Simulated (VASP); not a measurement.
Crystal: Ag.

```
Ag
1.0
     0.00000    1.93416    1.93416
     1.93416    0.00000    1.93416
     1.93416    1.93416    0.00000
Ag
1
Direct
  0.00000 0.00000 0.00000
```

- Program: VASP 6.6.1
- Task: relaxation of cell and atoms
- Functional: PBE
- Potentials or basis: VASP PAW PBE potentials, release 64 (Ag)
- Cutoff: 600 eV
- k mesh: 8 × 8 × 8
- Occupations: gaussian, width 0.1 eV
- Spin: no spin polarisation

At the start: pressure 35.4 GPa; volume 14.47 Å³/atom.

Q: Where does the relaxation end?

A: Over 3 steps the energy falls by 299.4 meV/atom and the volume is 18.02 Å³/atom (+24.5 %); space group Fm-3m (No. 225, to 0.05 Å).

The path:
```tsv
step	energy change (eV)	largest force (eV/Å)	pressure (GPa)	volume (Å³)
1	0.0000	0.0000	35.45	14.47
2	-0.1246	0.0000	-10.23	22.27
3	-0.2994	0.0000	-0.34	18.02
```

Final structure:
```xyz
1
Lattice="0.0000 2.0809 2.0809 2.0809 0.0000 2.0809 2.0809 2.0809 0.0000" Properties=species:S:1:pos:R:3 pbc="T T T"
Ag    0.0000    0.0000    0.0000
```

Caveat: the volume moved by over 15 % at a fixed basis, so the end points are rough.
